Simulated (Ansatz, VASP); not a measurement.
# Ta: VASP beside Ansatz

```
Ta
1.0
    -1.65946    1.65946    1.65946
     1.65946   -1.65946    1.65946
     1.65946    1.65946   -1.65946
Ta
1
Cartesian
  0.0000 0.0000 0.0000
```

Alike in both runs: task single point; functional PBE; k mesh 18 × 18 × 18; occupations gaussian, width 0.05 eV; no spin polarisation.

```csv
,VASP,Ansatz
version,VASP 6.6.1,Ansatz 0.2.0
potentials or method,"VASP PAW PBE potentials, release 64 (Ta_pv), cutoff 520 eV","scalar-relativistic, plane waves, PAW"
valence electrons in the cell,11,13
```

VASP gave:

| Quantity | Value |
| --- | --- |
| pressure (GPa) | 0.1 |

Problem. Estimate Ansatz's values.

Solution. Pressure (GPa): 0.0.

With one functional, cell and mesh, what is left measures potentials, basis and numerics. VASP's potentials hold 11 valence electrons a cell and Ansatz's 13, so a difference there can come from the potentials and not from the codes.

Neither program's run includes spin-orbit coupling.
